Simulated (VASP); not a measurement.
# Ge (Fd-3m) in VASP: single point with r2SCAN

Aim: the single point of Ge with r2SCAN.

All numbers are computed with VASP 6.6.1; they aren't measurements. Logs are shortened: lines on timing, memory, paths and dates and some standing lists are left out, and cuts for length are marked.

**1. The cell of the first run**

It takes space group Fd-3m (No. 227, cubic). The conventional cell has a = 5.674 Å, b = 5.674 Å, c = 5.674 Å, α = 90.00°, β = 90.00°, γ = 90.00°. Within 3.2 Å of Ge (site symmetry -43m) lie 4 Ge at 2.46 Å.

**2. Single point, r2SCAN**

The input, POSCAR:

```
Ge
1.0
    0.0000000000      2.8368735121      2.8368735121
    2.8368735121      0.0000000000      2.8368735121
    2.8368735121      2.8368735121      0.0000000000
Ge
2
Direct
    0.0000000000      0.0000000000      0.0000000000
    0.2500000000      0.2500000000      0.2500000000
```

The input, INCAR.step1:

```
SYSTEM = Ge
PREC = Accurate ; ENCUT = 520
ISMEAR = -1 ; SIGMA = 0.02
LREAL = .False. ; LASPH = .True.
NELM = 80 ; NBANDS = 21
GGA = PE ; ALGO = Normal
EDIFF = 1E-4 ; LWAVE = .True.
LCHARG = .False.
```

The input, INCAR.step2:

```
SYSTEM = Ge
PREC = Accurate ; ENCUT = 520
EDIFF = 1E-7 ; ISMEAR = -1
SIGMA = 0.02 ; LREAL = .False.
LASPH = .True. ; NELM = 80
ALGO = Normal ; ISIF = 2
LWAVE = .False. ; LCHARG = .False.
METAGGA = R2SCAN ; LMIXTAU = .True.
NBANDS = 21 ; ISTART = 1
```

The input, KPOINTS:

```
Automatic mesh
0
Gamma
  4 4 4
  0 0 0
```

Potentials or basis: VASP PAW PBE potentials, release 64 (Ge_d).

Started as:

```
cat potpaw_PBE.64/Ge_d/POTCAR > POTCAR
cp INCAR.step1 INCAR
mpirun -np 1 vasp_std > vasp.out
cp INCAR.step2 INCAR
mpirun -np 1 vasp_std > vasp.out
```

OUTCAR:

```text
SYSTEM = Ge
   PREC = Accurate
   ENCUT = 520
   EDIFF = 1E-7
   ISMEAR = -1
   LREAL = .False.
   LASPH = .True.
   NELM = 80
   ISIF = 2
   METAGGA = R2SCAN
   ISTART = 1

 ion  position               nearest neighbor table
   1  0.000  0.000  0.000-   2 2.46   2 2.46   2 2.46   2 2.46
   2  0.250  0.250  0.250-   1 2.46   1 2.46   1 2.46   1 2.46

  LATTYP: Found a face centered cubic cell.
 ALAT       =     5.6737470242

  Lattice vectors:

 A1 = (   0.0000000000,   2.8368735121,   2.8368735121)
 A2 = (   2.8368735121,   0.0000000000,   2.8368735121)
 A3 = (   2.8368735121,   2.8368735121,   0.0000000000)

Analysis of symmetry for initial positions (statically):
=====================================================================
 Subroutine PRICEL returns:
 Original cell was already a primitive cell.

 Routine SETGRP: Setting up the symmetry group for a
 face centered cubic supercell.

 Subroutine GETGRP returns: Found 48 space group operations
 (whereof 24 operations were pure point group operations)
 out of a pool of 48 trial point group operations.

The static configuration has the point symmetry T_d .
 The point group associated with its full space group is O_h .

Analysis of symmetry for dynamics (positions and initial velocities):
=====================================================================
 Subroutine PRICEL returns:
 Original cell was already a primitive cell.

 Routine SETGRP: Setting up the symmetry group for a
 face centered cubic supercell.

 Subroutine GETGRP returns: Found 48 space group operations
 (whereof 24 operations were pure point group operations)
 out of a pool of 48 trial point group operations.

The dynamic configuration has the point symmetry T_d .
 The point group associated with its full space group is O_h .

 Subroutine INISYM returns: Found 48 space group operations
 (whereof 24 operations are pure point group operations),
 and found     1 'primitive' translations

----------------------------------------------------------------------------------------

                                     Primitive cell

  volume of cell :      45.6615

  direct lattice vectors                    reciprocal lattice vectors
     0.000000000  2.836873512  2.836873512    -0.176250368  0.176250368  0.176250368
[... 63 lines left out ...]
   ISPIN  =      1    spin polarized calculation?
   LNONCOLLINEAR =      F non collinear calculations
   LSORBIT =      F    spin-orbit coupling
   LASPH  =      T    aspherical Exc in radial PAW
   ENCUT  =  520.0 eV  38.22 Ry    6.18 a.u.   7.46  7.46  7.46*2*pi/ulx,y,z
   NELM   =     80;   NELMIN=  2; NELMDL=  0     # of ELM steps
   EDIFF  = 0.1E-06   stopping-criterion for ELM
   LREAL  =      F    real-space projection
   EDIFFG = 0.1E-05   stopping-criterion for IOM
   NSW    =      0    number of steps for IOM
   IBRION =     -1    ionic relax: 0-MD 1-quasi-New 2-CG
   NFREE  =      0    steps in history (QN), initial steepest desc. (CG)
   ISIF   =      2    stress and relaxation
   ISYM   =      2    0-nonsym 1-usesym 2-fastsym
   POTIM  = 0.5000    time-step for ionic-motion
   TEBEG  =    0.0;   TEEND  =   0.0 temperature during run
   PSTRESS=    0.0 pullay stress
   NELECT =      28.0000    total number of electrons
   NUPDOWN=      -1.0000    fix difference up-down
   EMIN   =  10.00;   EMAX   =-10.00  energy-range for DOS
   EFERMI =   0.00;   METHOD = LEGACY
   ISMEAR =    -1;   SIGMA  =   0.02  broadening in eV -4-tet -1-fermi 0-gaus
   EFERMI_NEDOS =   21; number of points for ismear=-14 and -15
   IALGO  =     38    algorithm
   IMIX   =      4    mixing-type and parameters
     AMIX     =   0.40;   BMIX     =  1.00
     AMIX_MAG =   1.60;   BMIX_MAG =  1.00
  volume/ion in A,a.u.               =      22.83       154.07
  Fermi-wavevector in a.u.,A,eV,Ry     =   1.390841  2.628309 26.319643  1.934439
  Thomas-Fermi vector in A             =   2.514738
   LORBIT       =      0    0 simple, 1 ext, 2 COOP (PROOUT), +10 PAW based schemes
   METAGGA = R2SCAN    functional components
   LHFCALC =     F    Hartree Fock is set to
   AEXX    =    0.0000 exact exchange contribution
   IVDW    =     0    specifies the selected vdW correction
   LEPSILON=     F    determine dielectric tensor
   LRPA    =     F    only Hartree local field effects (RPA)
 non-spin polarized calculation
  energy-cutoff  :      520.00
  volume of cell :       45.66
 maximum number of plane-waves:      1243
 NGX is ok and might be reduce to    30
   NGX = 15   NGY = 15   NGZ = 15

 number of electron      28.0000015 magnetization

 Free energy of the ion-electron system (eV)
  ---------------------------------------------------
  ext. energy  EPLUGINS =         0.00000000
  ---------------------------------------------------
  free energy    TOTEN  =       -27.50012433 eV

  energy without entropy =      -27.50011884  energy(sigma->0) =      -27.50012159

 E-fermi :   4.9305     XC(G=0): -10.7513

 val. band max:        4.7552493604   @ k =   0.0000   0.0000   0.0000
 cond. band min:       5.0851512878   @ k =   0.0000   0.0000   0.0000
 fundamental gap:      0.3299019274
 Fermi energy:         4.9304855011

 k-point     1 :       0.0000    0.0000    0.0000
  band No.  band energies     occupation
      1     -20.7186      2.00000
      2     -20.7186      2.00000
      3     -20.7186      2.00000
      4     -20.6806      2.00000
      5     -20.6806      2.00000
      6     -20.4674      2.00000
[... 181 lines left out ...]
     20      16.3581      0.00000
     21      18.4079      0.00000

------------------------ aborting loop because EDIFF is reached ----------------------------------------

  FORCE on cell =-STRESS in cart. coord.  units (eV):
  Direction    XX          YY          ZZ          XY          YZ          ZX
  --------------------------------------------------------------------------------------
  -------------------------------------------------------------------------------------
  Total        0.0320658      0.0320658      0.0320658      0.0000000      0.0000000      0.0000000
  in kB        1.1251314      1.1251314      1.1251314      0.0000000      0.0000000      0.0000000
  external PRESSURE =       1.1251314 kB  Pullay stress =       0.0000000 kB

 VOLUME and BASIS-vectors are now :
 -----------------------------------------------------------------------------
  energy-cutoff  :      520.00
  volume of cell :       45.66
      direct lattice vectors                 reciprocal lattice vectors
     0.000000000  2.836873512  2.836873512    -0.176250368  0.176250368  0.176250368
     2.836873512  0.000000000  2.836873512     0.176250368 -0.176250368  0.176250368
     2.836873512  2.836873512  0.000000000     0.176250368  0.176250368 -0.176250368

 POSITION                                       TOTAL-FORCE (eV/Angst)
 -----------------------------------------------------------------------------------
      0.00000      0.00000      0.00000        -0.000000     -0.000000     -0.000000
      1.41844      1.41844      1.41844         0.000000      0.000000      0.000000
 -----------------------------------------------------------------------------------
    total drift:                                0.000000      0.000000     -0.000000

  FREE ENERGIE OF THE ION-ELECTRON SYSTEM (eV)
  ---------------------------------------------------
  free  energy   TOTEN  =       -27.5001243339 eV

  energy  without entropy=      -27.5001188370  energy(sigma->0) =      -27.50012159
```

OUTCAR.step1:

```text
SYSTEM = Ge
   PREC = Accurate
   ENCUT = 520
   ISMEAR = -1
   LREAL = .False.
   LASPH = .True.
[... 396 lines left out ...]
      0.00000      0.00000      0.00000         0.000000      0.000000      0.000000
      1.41844      1.41844      1.41844        -0.000000     -0.000000     -0.000000
 -----------------------------------------------------------------------------------
    total drift:                                0.000000     -0.000000      0.000000

  FREE ENERGIE OF THE ION-ELECTRON SYSTEM (eV)
  ---------------------------------------------------
  free  energy   TOTEN  =        -8.7589602265 eV

  energy  without entropy=       -8.7576214454  energy(sigma->0) =       -8.75829084
```

OSZICAR.step1:

```text
N       E                     dE             d eps       ncg     rms          rms(c)
DAV:   1     0.188792954858E+03    0.18879E+03   -0.14219E+04   359   0.353E+03
DAV:   2     0.180748410852E+02   -0.17072E+03   -0.16657E+03   336   0.633E+02
DAV:   3    -0.802921708315E+01   -0.26104E+02   -0.25919E+02   376   0.141E+02
DAV:   4    -0.884367652350E+01   -0.81446E+00   -0.81303E+00   386   0.292E+01
DAV:   5    -0.885600708315E+01   -0.12331E-01   -0.12330E-01   366   0.396E+00    0.327E+00
DAV:   6    -0.878927687376E+01    0.66730E-01   -0.22938E-02   404   0.138E+00    0.195E+00
DAV:   7    -0.875633794433E+01    0.32939E-01   -0.56886E-02   365   0.199E+00    0.158E-01
DAV:   8    -0.875872710843E+01   -0.23892E-02   -0.63814E-03   376   0.873E-01    0.464E-02
DAV:   9    -0.875894744451E+01   -0.22034E-03   -0.28096E-04   302   0.190E-01    0.156E-02
DAV:  10    -0.875896022652E+01   -0.12782E-04   -0.27012E-05   279   0.602E-02
   1 F= -.87589602E+01 E0= -.87582908E+01  d E =-.133878E-02
```

Wall time 32 s (1 thread of Intel Xeon Platinum 8488C (Sapphire Rapids), shared host); peak memory 0.17 GiB.

What came out:

| Item | Value |
| --- | --- |
| Free energy | -27.5001 eV |
| Pressure | 0.1 GPa |
| Band gap on the k mesh | 0.33 eV, direct |

Caveat: the k points lie up to 0.48 Å⁻¹ apart; the PAW data sets were made with another functional, which shifts forces and pressure a little.
